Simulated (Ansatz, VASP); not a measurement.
**Two plane-wave programs on CuI**

POSCAR

```
CuI
1.0
    3.6613896554      0.0000000000      0.0000000000
    0.0000000000      3.6613896554      0.0000000000
    0.0000000000      0.0000000000      3.6613896554
Cu I
1 1
Direct
    0.0000000000      0.0000000000      0.0000000000
    0.5000000000      0.5000000000      0.5000000000
```

The input INCAR.step1:

```
PREC = Accurate ; ENCUT = 520
EDIFF = 1E-5 ; ISMEAR = -1
SIGMA = 0.02 ; LREAL = F
LASPH = T ; NELM = 80
ALGO = Normal ; ISIF = 2
LWAVE = T ; LCHARG = F
NBANDS = 16 ; GGA = PE
```

The input INCAR.step2:

```
PREC = Accurate ; ENCUT = 520
EDIFF = 1E-7 ; ISMEAR = -1
SIGMA = 0.02 ; LREAL = F
LASPH = T ; NELM = 80
ALGO = Normal ; ISIF = 2
LWAVE = F ; LCHARG = F
GGA = PE ; LHFCALC = T
HFSCREEN = 0.2079 ; PRECFOCK = Normal
NBANDS = 16 ; ISTART = 1
```

The input KPOINTS:

```
regular mesh
0
Gamma
  4 4 4
```

Input for Ansatz:

```yaml
crystal:
  lattice:
    - [3.6613896554, 0.0, 0.0]
    - [0.0, 3.6613896554, 0.0]
    - [0.0, 0.0, 3.6613896554]
  atoms:
    - { symbol: Cu, position: [0.0, 0.0, 0.0] }
    - { symbol: I, position: [0.5, 0.5, 0.5] }
kpoints:
  mp_grid: { grid: [4, 4, 4] }
hamiltonian:
  xc: hse06
scf:
  occupations: { method: fermi_dirac, width: 0.02 }
  n_extra_bands: 4
  convergence: { dr2_threshold: 0.0001 }
  max_iter: 89
output:
  forces: true
  stress: true
  eigenvalues: true
```

Alike in both runs: task single point; functional HSE06; k mesh 4 × 4 × 4; occupations fermi-dirac, width 0.02 eV; no spin polarisation.

|  | VASP | Ansatz |
| --- | --- | --- |
| version | VASP 6.6.1 | Ansatz 0.2.0 |
| potentials or method | VASP PAW PBE potentials, release 64 (Cu, I) | plane waves |
| plane-wave cutoff (eV) | 520 | 420 |
| valence electrons in the cell | 18 | 36 |

|  | VASP | Ansatz | Ansatz less VASP |
| --- | --- | --- | --- |
| pressure (GPa) | 1.8 | 2.0 | +0.16 |

With one functional, cell and mesh, what is left measures potentials, basis and numerics. VASP's potentials hold 18 valence electrons a cell and Ansatz's 36, so a difference there can come from the potentials and not from the codes. Ansatz's warnings: force scf threshold loose, stress exchange threshold loose, stress scf threshold loose.

The k mesh is coarse, so the values compare programs but aren't converged. Neither program's run includes spin-orbit coupling.
